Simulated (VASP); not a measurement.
A run of VASP 6.6.1 is set up as follows.

The input INCAR:

```
PREC     = Accurate       # precision mode
ENCUT    = 520            # plane-wave cutoff, eV
EDIFF    = 1E-6           # SCF threshold, eV
ISMEAR   = 0              # smearing method
SIGMA    = 0.02           # smearing width, eV
LREAL    = False          # projectors in reciprocal space
LASPH    = True           # aspherical terms in the spheres
NELM     = 100            # most SCF steps
ALGO     = Normal         # electronic algorithm
ISIF     = 2              # what is computed and relaxed
LWAVE    = False          # write WAVECAR
LCHARG   = False          # write CHGCAR
GGA      = PE             # functional
IVDW     = 12             # dispersion correction
NBANDS   = 35             # bands
```

Contents of KPOINTS:

```
regular mesh
0
Gamma
  12 12 4
```

POSCAR

```
WS2
1.0
    3.2172414647      0.0000000000      0.0000000000
   -1.6086207324      2.7862128386      0.0000000000
    0.0000000000      0.0000000000     12.3883841039
W S
2 4
Direct
    0.3333333333      0.6666666667      0.7500023444
    0.6666666667      0.3333333333      0.2499976556
    0.3333333333      0.6666666667      0.1244124366
    0.6666666667      0.3333333333      0.6244168979
    0.3333333333      0.6666666667      0.3755831021
    0.6666666667      0.3333333333      0.8755875634
```

Potentials or basis: VASP PAW PBE potentials, release 64 (W_sv, S).

Run with:

```console
$ cat potpaw_PBE.64/W_sv/POTCAR potpaw_PBE.64/S/POTCAR > POTCAR
$ mpirun -np 1 vasp_std > vasp.out
```

**Question.** Predict the pressure.

**Answer.** -4.2 GPa.

**Question.** Estimate the dispersion energy per atom.

**Answer.** -0.408 eV.

Forces in eV/Å, atoms in the order of the input:
```
W    0.000  0.000  0.000
W    0.000  0.000  0.000
S    0.000  0.000 -0.003
S    0.000  0.000 -0.003
S    0.000  0.000  0.003
S    0.000  0.000  0.003
```

Caveat: the cell differs from its parent crystal (equal strain along all axes, cell held: +2.0 %, then relaxed in part); the cell stands under tension.
